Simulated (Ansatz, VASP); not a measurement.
Two plane-wave programs on BN

```xyz
2
Lattice="0.0000 1.7901 1.7901 1.7901 0.0000 1.7901 1.7901 1.7901 0.0000" Properties=species:S:1:pos:R:3 pbc="T T T"
B     0.0000    0.0000    0.0000
N     0.8950    0.8950    0.8950
```

Alike in both runs: functional LDA; k mesh 10 × 10 × 10; occupations gaussian, width 0.1 eV; no spin polarisation.

Ansatz relaxed the structure, and its values are those at the end. VASP's run is a single point on that final structure, the one shown.

```csv
,VASP,Ansatz
version,VASP 6.6.1,Ansatz 0.2.0
potentials or method,"VASP PAW LDA potentials, release 64 (B, N), cutoff 600 eV","scalar-relativistic, plane waves, PAW"
valence electrons in the cell,8,8
```

```tsv
	VASP	Ansatz	Ansatz less VASP
gap on the k mesh at the Fermi level (eV)	4.38	4.39	+0.011
least direct gap on the mesh (eV)	8.82	8.83	+0.006
pressure (GPa)	0.9	-0.1	-1.01
```

Ansatz warns that its potentials were made for another functional, while VASP's fit it. LDA's correlation is that of Perdew and Zunger in VASP and of Perdew and Wang (1992) in Ansatz.
